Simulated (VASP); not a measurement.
Ta2N, 3 atoms in the cell. The structure is trigonal, space group P-3m1 (No. 164). Conventional cell: a = 3.113 Å, b = 3.113 Å, c = 4.870 Å, α = 90.00°, β = 90.00°, γ = 120.00°. Ta (site symmetry 3m) has 3 N at 2.18 Å and 12 Ta at 2.99 to 3.11 Å within 3.2 Å. Within 2.9 Å of N (site symmetry -3m) lie 6 Ta at 2.18 Å. 

| Quantity | Value |
| --- | --- |
| Program | VASP 6.6.1 |
| Task | single point |
| Functional | PBE |
| Potentials or basis | VASP PAW PBE potentials, release 64 (Ta_pv, N) |
| Cutoff | 520 eV |
| k mesh | 6 × 6 × 4 |
| Occupations | gaussian, width 0.1 eV |
| Spin | collinear spin |
| Starting moments | [1.0, 1.0, 0.0] μB |
| Dipole correction | no |
| Further INCAR settings | ALGO = Normal; EDIFF = 1e-07; NBANDS = 24 |

Potentials or basis: VASP PAW PBE potentials, release 64 (Ta_pv, N).

Run with:

```sh
$ cat potpaw_PBE.64/Ta_pv/POTCAR potpaw_PBE.64/N/POTCAR > POTCAR
$ mpirun -np 1 vasp_std > vasp.out
```

Hardware: 1 thread of Intel(R) Xeon(R) Platinum 8488C (Sapphire Rapids), on a shared host.

Q: Estimate the wall time of this run.

A: Wall time 28 s on 1 thread of Intel(R) Xeon(R) Platinum 8488C (Sapphire Rapids), on a shared host, peak memory 0.19 GiB. Counts: scf iterations 17, k points 24.
